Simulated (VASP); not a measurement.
# SrLi2Cr4Sn (I-42m) in VASP: single point with LDA+U

Aim: the single point of SrLi2Cr4Sn with LDA+U.

Program: VASP 6.6.1. These are calculated values, not measurements. Logs are shortened: lines on timing, memory, paths and dates and some standing lists are left out, and cuts for length are marked.

## Step 1: The cell of the first run

Symmetry: I-42m, No. 121, tetragonal system. The conventional cell has a = 6.092 Å, b = 6.092 Å, c = 7.243 Å, α = 90.00°, β = 90.00°, γ = 90.00°. Sn (site symmetry -42m) has 4 Cr at 2.17 Å within 2.9 Å. Sr (site symmetry -42m) has 8 Cr at 2.82 to 2.97 Å and 8 Li at 3.54 Å and 2 Sn at 3.62 Å within 3.7 Å. Within 3.0 Å of Li (site symmetry -4) lie 4 Cr at 2.26 Å. Cr (site symmetry m) has 1 Sn at 2.17 Å and 2 Li at 2.26 Å and 2 Sr at 2.82 to 2.97 Å within 3.0 Å.

## Step 2: Single point, LDA+U

The input, INCAR:

```
SYSTEM = SrLi2Cr4Sn
ALGO = Normal
EDIFF = 1E-6
ENCUT = 880
GGA_COMPAT = .False.
ISIF = 2
ISMEAR = -5
LASPH = .True.
LCHARG = .False.
LDAU = .True.
LDAUJ = 0 0 0 0
LDAUL = -1 -1 -1 2
LDAUPRINT = 1
LDAUTYPE = 2
LDAUU = 0 0 0 1.91
LMAXMIX = 4
LREAL = .False.
LWAVE = .False.
NBANDS = 53
NELM = 200
PREC = Accurate
SIGMA = 0.1
```

The input, KPOINTS:

```
k-points
0
Gamma
  4 4 4
  0 0 0
```

The input, POSCAR:

```
SrLi2Cr4Sn
1.0
   -3.0457540000      3.0457540000      3.6216070000
    3.0457540000     -3.0457540000      3.6216070000
    3.0457540000      3.0457540000     -3.6216070000
Sn Sr Li Cr
1 1 2 4
Direct
    0.0000000000      0.0000000000      0.0000000000
    0.5000000000      0.5000000000      0.0000000000
    0.2500000000      0.7500000000      0.5000000000
    0.7500000000      0.2500000000      0.5000000000
    0.0352600000      0.0352600000      0.4132000000
    0.9647400000      0.3779400000      0.0000000000
    0.6220600000      0.6220600000      0.5868000000
    0.3779400000      0.9647400000      0.0000000000
```

Potentials or basis: VASP PAW LDA potentials, release 64 (Sn_d, Sr_sv, Li_sv, Cr_sv).

Launch:

```sh
> cat potpaw_LDA.64/Sn_d/POTCAR potpaw_LDA.64/Sr_sv/POTCAR potpaw_LDA.64/Li_sv/POTCAR potpaw_LDA.64/Cr_sv/POTCAR > POTCAR
> mpirun -np 1 vasp_std > vasp.out
```

OUTCAR:

```text
SYSTEM = SrLi2Cr4Sn
   EDIFF = 1E-6
   ENCUT = 880
   ISIF = 2
   ISMEAR = -5
   LASPH = .True.
   LREAL = .False.
   NELM = 200
   PREC = Accurate

 ion  position               nearest neighbor table
   1  0.000  0.000  0.000-   5 2.17   6 2.17   7 2.17   8 2.17   2 3.62   2 3.62   2 4.31   2 4.31
                             2 4.31   2 4.31
   2  0.500  0.500  0.000-   7 2.82   6 2.82   8 2.82   5 2.82   5 2.97   7 2.97   8 2.97   6 2.97
                             4 3.54   3 3.54   3 3.54   4 3.54   3 3.54   3 3.54   4 3.54   4 3.54
   3  0.250  0.750  0.500-   5 2.26   7 2.26   8 2.26   6 2.26   2 3.54   2 3.54   2 3.54   2 3.54

   4  0.750  0.250  0.500-   5 2.26   6 2.26   7 2.26   8 2.26   2 3.54   2 3.54   2 3.54   2 3.54

   5  0.035  0.035  0.413-   1 2.17   3 2.26   4 2.26   2 2.82   2 2.97
   6  0.965  0.378  0.000-   1 2.17   3 2.26   4 2.26   2 2.82   2 2.97
   7  0.622  0.622  0.587-   1 2.17   3 2.26   4 2.26   2 2.82   2 2.97
   8  0.378  0.965  0.000-   1 2.17   4 2.26   3 2.26   2 2.82   2 2.97

  LATTYP: Found a body centered tetragonal cell.
 ALAT       =     6.0915080000
 C/A-ratio  =     1.1890674690

  Lattice vectors:

 A1 = (  -3.0457540000,   3.0457540000,   3.6216070000)
 A2 = (   3.0457540000,  -3.0457540000,   3.6216070000)
 A3 = (   3.0457540000,   3.0457540000,  -3.6216070000)

Analysis of symmetry for initial positions (statically):
=====================================================================
 Subroutine PRICEL returns:
 Original cell was already a primitive cell.

 Routine SETGRP: Setting up the symmetry group for a
 body centered tetragonal supercell.

 Subroutine GETGRP returns: Found  8 space group operations
 (whereof  8 operations were pure point group operations)
 out of a pool of 16 trial point group operations.

The static configuration has the point symmetry D_2d.

Analysis of symmetry for dynamics (positions and initial velocities):
=====================================================================
 Subroutine PRICEL returns:
 Original cell was already a primitive cell.

 Routine SETGRP: Setting up the symmetry group for a
 body centered tetragonal supercell.

 Subroutine GETGRP returns: Found  8 space group operations
 (whereof  8 operations were pure point group operations)
 out of a pool of 16 trial point group operations.

The dynamic configuration has the point symmetry D_2d.

 Subroutine INISYM returns: Found  8 space group operations
 (whereof  8 operations are pure point group operations),
 and found     1 'primitive' translations

----------------------------------------------------------------------------------------

                                     Primitive cell

  volume of cell :     134.3851

  direct lattice vectors                    reciprocal lattice vectors
    -3.045754000  3.045754000  3.621607000     0.000000000  0.164162963  0.138060259
     3.045754000 -3.045754000  3.621607000     0.164162963  0.000000000  0.138060259
     3.045754000  3.045754000 -3.621607000     0.164162963  0.164162963  0.000000000

  length of vectors
     5.627545835  5.627545835  5.627545835     0.214499682  0.214499682  0.232161488

  position of ions in fractional coordinates (direct lattice)
     0.000000000  0.000000000  0.000000000
     0.500000000  0.500000000  0.000000000
     0.250000000  0.750000000  0.500000000
     0.750000000  0.250000000  0.500000000
     0.035260000  0.035260000  0.413200000
     0.964740000  0.377940000  0.000000000
     0.622060000  0.622060000  0.586800000
     0.377940000  0.964740000  0.000000000

  ion indices of the primitive-cell ions
   primitive index   ion index
                 1           1
                 2           2
                 3           3
                 4           4
                 5           5
[... 52 lines left out ...]
   ions per type =               1   1   2   4
   NGX,Y,Z   is equivalent  to a cutoff of  15.95, 15.95, 15.95 a.u.
   NGXF,Y,Z  is equivalent  to a cutoff of  31.90, 31.90, 31.90 a.u.
 SYSTEM =  SrLi2Cr4Sn
   PREC   = accura    normal or accurate (medium, high low for compatibility)
   ISTART =      0    job   : 0-new  1-cont  2-samecut
   ICHARG =      2    charge: 1-file 2-atom 10-const
   ISPIN  =      1    spin polarized calculation?
   LNONCOLLINEAR =      F non collinear calculations
   LSORBIT =      F    spin-orbit coupling
   LASPH  =      T    aspherical Exc in radial PAW
   ENCUT  =  880.0 eV  64.68 Ry    8.04 a.u.  13.61 13.61 13.61*2*pi/ulx,y,z
   NELM   =    200;   NELMIN=  2; NELMDL= -5     # of ELM steps
   EDIFF  = 0.1E-05   stopping-criterion for ELM
   LREAL  =      F    real-space projection
   EDIFFG = 0.1E-04   stopping-criterion for IOM
   NSW    =      0    number of steps for IOM
   IBRION =     -1    ionic relax: 0-MD 1-quasi-New 2-CG
   NFREE  =      0    steps in history (QN), initial steepest desc. (CG)
   ISIF   =      2    stress and relaxation
   ISYM   =      2    0-nonsym 1-usesym 2-fastsym
   POTIM  = 0.5000    time-step for ionic-motion
   TEBEG  =    0.0;   TEEND  =   0.0 temperature during run
   PSTRESS=    0.0 pullay stress
   NELECT =      86.0000    total number of electrons
   NUPDOWN=      -1.0000    fix difference up-down
   EMIN   =  10.00;   EMAX   =-10.00  energy-range for DOS
   EFERMI =   0.00;   METHOD = LEGACY
   ISMEAR =    -5;   SIGMA  =   0.10  broadening in eV -4-tet -1-fermi 0-gaus
   EFERMI_NEDOS =   21; number of points for ismear=-14 and -15
   IALGO  =     38    algorithm
   IMIX   =      4    mixing-type and parameters
     AMIX     =   0.40;   BMIX     =  1.00
     AMIX_MAG =   1.60;   BMIX_MAG =  1.00
  volume/ion in A,a.u.               =      16.80       113.36
  Fermi-wavevector in a.u.,A,eV,Ry     =   1.410774  2.665976 27.079433  1.990282
  Thomas-Fermi vector in A             =   2.532693
   LORBIT       =      0    0 simple, 1 ext, 2 COOP (PROOUT), +10 PAW based schemes
 LDA+U is selected, type is set to LDAUTYPE =  2
   angular momentum for each species LDAUL =    -1   -1   -1    2
   U (eV)           for each species LDAUU =   0.0  0.0  0.0  1.9
   J (eV)           for each species LDAUJ =   0.0  0.0  0.0  0.0
   GGA     = CA    functional components
   LHFCALC =     F    Hartree Fock is set to
   AEXX    =    0.0000 exact exchange contribution
   IVDW    =     0    specifies the selected vdW correction
   LEPSILON=     F    determine dielectric tensor
   LRPA    =     F    only Hartree local field effects (RPA)
 non-spin polarized calculation
 Fermi weights with tetrahedron method with Bloechl corrections
  energy-cutoff  :      880.00
  volume of cell :      134.39
 maximum number of plane-waves:      7988
   NGX = 27   NGY = 27   NGZ = 27

atom =   5  type =  4  l = 2

 onsite density matrix

spin component  1
[... 116 lines left out ...]
  o =  0.2739  v =  0.4089  0.0872  0.9042 -0.0872 -0.0000  0.0000  0.0000  0.0000  0.0000  0.0000      0.0000  0.0000  0.0000  0.0000  0.0000  0.0000  0.0000  0.0000  0.0000  0.0000
  o =  0.2739  v =  0.0000  0.0000  0.0000  0.0000  0.0000  0.4089  0.0872  0.9042 -0.0872 -0.0000      0.0000  0.0000  0.0000  0.0000  0.0000  0.0000  0.0000  0.0000  0.0000  0.0000
  o =  0.3079  v =  0.0000 -0.7034  0.0000 -0.7034  0.1025  0.0000  0.0000  0.0000  0.0000  0.0000      0.0000  0.0000  0.0000  0.0000  0.0000  0.0000  0.0000  0.0000  0.0000  0.0000
  o =  0.3079  v =  0.0000  0.0000  0.0000  0.0000  0.0000  0.0000 -0.7034  0.0000 -0.7034  0.1025      0.0000  0.0000  0.0000  0.0000  0.0000  0.0000  0.0000  0.0000  0.0000  0.0000
  o =  0.3526  v =  0.0000  0.0725 -0.0000  0.0725  0.9947  0.0000  0.0000  0.0000  0.0000  0.0000      0.0000  0.0000  0.0000  0.0000  0.0000  0.0000  0.0000  0.0000  0.0000  0.0000
  o =  0.3526  v =  0.0000  0.0000  0.0000  0.0000  0.0000  0.0000  0.0725 -0.0000  0.0725  0.9947      0.0000  0.0000  0.0000  0.0000  0.0000  0.0000  0.0000  0.0000  0.0000  0.0000
  o =  0.4366  v =  0.0000  0.0000  0.0000  0.0000  0.0000  0.7763  0.3351 -0.4157 -0.3351 -0.0000      0.0000  0.0000  0.0000  0.0000  0.0000  0.0000  0.0000  0.0000  0.0000  0.0000
  o =  0.4366  v =  0.7763  0.3351 -0.4157 -0.3351 -0.0000  0.0000  0.0000  0.0000  0.0000  0.0000      0.0000  0.0000  0.0000  0.0000  0.0000  0.0000  0.0000  0.0000  0.0000  0.0000
  o =  0.5341  v = -0.4798  0.6165  0.0981 -0.6165 -0.0000  0.0000  0.0000  0.0000  0.0000  0.0000      0.0000  0.0000  0.0000  0.0000  0.0000  0.0000  0.0000  0.0000  0.0000  0.0000
  o =  0.5341  v =  0.0000  0.0000  0.0000  0.0000  0.0000 -0.4798  0.6165  0.0981 -0.6165 -0.0000      0.0000  0.0000  0.0000  0.0000  0.0000  0.0000  0.0000  0.0000  0.0000  0.0000

 number of electron      86.0000008 magnetization

 Free energy of the ion-electron system (eV)
  ---------------------------------------------------
  ext. energy  EPLUGINS =         0.00000000
  ---------------------------------------------------
  free energy    TOTEN  =       -24.91033917 eV

  energy without entropy =      -24.91033917  energy(sigma->0) =      -24.91033917

 E-fermi :   6.8251     XC(G=0): -11.0217

 val. band max:        6.8358577591   @ k =  -0.2500  -0.2500   0.2500
 cond. band min:       6.7149108726   @ k =   0.0000   0.0000   0.0000
 fundamental gap:     -0.1209468865
 Fermi energy:         6.8251185999

 k-point     1 :       0.0000    0.0000    0.0000
  band No.  band energies     occupation
      1     -63.6715      2.00000
      2     -63.6670      2.00000
      3     -63.6670      2.00000
      4     -63.6650      2.00000
      5     -37.2391      2.00000
      6     -37.1990      2.00000
[... 717 lines left out ...]
     52       8.2720      0.00000
     53       8.2720      0.00000

------------------------ aborting loop because EDIFF is reached ----------------------------------------

  FORCE on cell =-STRESS in cart. coord.  units (eV):
  Direction    XX          YY          ZZ          XY          YZ          ZX
  --------------------------------------------------------------------------------------
  -------------------------------------------------------------------------------------
  Total       17.0630912     17.0630912      7.7281530      0.0000000      0.0000000      0.0000000
  in kB      203.4310951    203.4310951     92.1372692      0.0000000      0.0000000      0.0000000
  external PRESSURE =     166.3331531 kB  Pullay stress =       0.0000000 kB

 VOLUME and BASIS-vectors are now :
 -----------------------------------------------------------------------------
  energy-cutoff  :      880.00
  volume of cell :      134.39
      direct lattice vectors                 reciprocal lattice vectors
    -3.045754000  3.045754000  3.621607000     0.000000000  0.164162963  0.138060259
     3.045754000 -3.045754000  3.621607000     0.164162963  0.000000000  0.138060259
     3.045754000  3.045754000 -3.621607000     0.164162963  0.164162963  0.000000000

 POSITION                                       TOTAL-FORCE (eV/Angst)
 -----------------------------------------------------------------------------------
      0.00000      0.00000      0.00000        -0.000000      0.000000      0.000000
      0.00000      0.00000      3.62161        -0.000000      0.000000      0.000000
      3.04575      0.00000      1.81080        -0.000000      0.000000      0.000000
      0.00000      3.04575      1.81080        -0.000000      0.000000      0.000000
      1.25851      1.25851     -1.24105         3.128151      3.128151     -3.730062
     -1.78725      1.78725      4.86266         3.128151     -3.128151      3.730062
      1.78725      1.78725      2.38055        -3.128151     -3.128151     -3.730062
      1.78725     -1.78725      4.86266        -3.128151      3.128151      3.730062
 -----------------------------------------------------------------------------------
    total drift:                               -0.000002     -0.000002     -0.000002

  FREE ENERGIE OF THE ION-ELECTRON SYSTEM (eV)
  ---------------------------------------------------
  free  energy   TOTEN  =       -24.9103391718 eV

  energy  without entropy=      -24.9103391718  energy(sigma->0) =      -24.91033917
```

It took 4 min on 1 thread of AMD EPYC 9R45 (Zen 5), shared host; peak memory 0.41 GiB.

What came out:

| Property | Result |
| --- | --- |
| Free energy | -24.9103 eV |
| Pressure | 16.6 GPa |
| Largest force | 5.787 eV/Å |
| Band gap on the k mesh | zero (bands 43 and 44 overlap by 0.21 eV) |

Forces in eV/Å, atoms in the order of the input:
```
Sn   0.000  0.000  0.000
Sr   0.000  0.000  0.000
Li   0.000  0.000  0.000
Li   0.000  0.000  0.000
Cr   3.128  3.128 -3.730
Cr   3.128 -3.128  3.730
Cr  -3.128 -3.128 -3.730
Cr  -3.128  3.128  3.730
```

Stress tensor (GPa, compression positive):
```
20.34  0.00  0.00
 0.00 20.34  0.00
 0.00  0.00  9.21
```

Levels at points of the mesh, in eV from the Fermi level:
```csv
k point,band 39,band 40,band 41,band 42,band 43,band 44,band 45,band 46,band 47,band 48
"(0.00, 0.00, 0.00)",-0.41,-0.33,-0.33,-0.23,-0.15,-0.15,-0.11,0.40,0.40,0.74
"(0.50, 0.00, 0.00)",-0.48,-0.45,-0.37,-0.13,-0.05,0.05,0.20,0.31,0.41,0.46
"(0.50, 0.50, 0.00)",-0.54,-0.52,-0.49,-0.18,0.02,0.04,0.19,0.37,0.55,0.64
"(0.50, 0.50, 0.50)",-0.65,-0.43,-0.34,-0.34,-0.18,-0.02,0.10,0.37,0.37,0.44
```

Eigenvalues of the final occupation matrices:
```tsv
site	spin	trace	eigenvalues
site 5 d	1	1.91	0.27 0.31 0.35 0.44 0.53
site 5 d	2	1.91	0.27 0.31 0.35 0.44 0.53
site 6 d	1	1.91	0.27 0.31 0.35 0.44 0.53
site 6 d	2	1.91	0.27 0.31 0.35 0.44 0.53
site 7 d	1	1.91	0.27 0.31 0.35 0.44 0.53
site 7 d	2	1.91	0.27 0.31 0.35 0.44 0.53
site 8 d	1	1.91	0.27 0.31 0.35 0.44 0.53
site 8 d	2	1.91	0.27 0.31 0.35 0.44 0.53
```

Caveat: the stress differs along the axes, from 9 to 20 GPa; spin-orbit coupling is left out, which moves the levels of the heavy elements; the run has no spin polarisation, though such a crystal can be magnetic; U without spin polarisation on a metal has little footing; the U is typed as a test and isn't derived for this compound; forces of over 1 eV/Å act on the atoms, so gaps and moduli don't describe the material at rest; tetrahedron occupations give inexact forces and stress in metals. Spin polarisation is off, so any magnetic state and its effect on volume and gap are missing.
